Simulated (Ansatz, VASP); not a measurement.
**One calculation of Rb, two programs**

The input POSCAR:

```
Rb
1.0
   -2.8947118424      2.8947118424      2.6755722426
    2.8947118424     -2.8947118424      2.6755722426
    2.8947118424      2.8947118424     -2.6755722426
Rb
1
Direct
    0.0000000000      0.0000000000      0.0000000000
```

Contents of INCAR.step1:

```
SYSTEM = Rb
PREC = Accurate
ENCUT = 520
ISMEAR = -1
SIGMA = 0.08
LREAL = .FALSE.
LASPH = .TRUE.
NELM = 80
NBANDS = 10
GGA = PE
ALGO = Normal
EDIFF = 1E-4
LWAVE = .TRUE.
LCHARG = .FALSE.
```

File INCAR.step2:

```
SYSTEM = Rb
PREC = Accurate
ENCUT = 520
EDIFF = 1E-8
ISMEAR = -1
SIGMA = 0.08
LREAL = .FALSE.
LASPH = .TRUE.
NELM = 80
ALGO = Normal
ISIF = 2
LWAVE = .FALSE.
LCHARG = .FALSE.
METAGGA = R2SCAN
LMIXTAU = .TRUE.
LEFG = .TRUE.
NBANDS = 10
ISTART = 1
```

Contents of KPOINTS:

```
regular mesh
0
G
  10 10 10
  0 0 0
```

Input for Ansatz:

```yaml
crystal:
  lattice:
    - [-2.8947118424, 2.8947118424, 2.6755722426]
    - [2.8947118424, -2.8947118424, 2.6755722426]
    - [2.8947118424, 2.8947118424, -2.6755722426]
  atoms:
    - { symbol: Rb, position: [0.0, 0.0, 0.0] }
kpoints:
  mp_grid: { grid: [10, 10, 10] }
scf:
  occupations: { method: fermi_dirac, width: 0.08 }
hamiltonian:
  xc: r2scan
  pseudopotentials: { kind: all_electron, datasets: crystal }
output:
  forces: true
  stress: true
  eigenvalues: true
  efg: { contact_densities: true }
```

Change from the starting cell: volume scaled by 0.9405, crystal datasets.

Alike in both runs: task electric field gradients; functional r2SCAN; k mesh 10 × 10 × 10; occupations fermi-dirac, width 0.08 eV; no spin polarisation.

|  | VASP | Ansatz |
| --- | --- | --- |
| version | VASP 6.6.1 | Ansatz 0.2.0 |
| potentials or method | VASP PAW PBE potentials, release 64 (Rb_sv), cutoff 520 eV | all-electron PAW with datasets made for the crystal, scalar-relativistic |

```csv
,VASP,Ansatz,Ansatz less VASP
pressure (GPa),0.2,0.2,0.00
size of Vzz on the site where it differs most (V/Å²),0.7,0.8,+0.06
```

VASP's potentials were made for PBE, not for r2SCAN. Ansatz ran all-electron here, and VASP with PAW potentials.
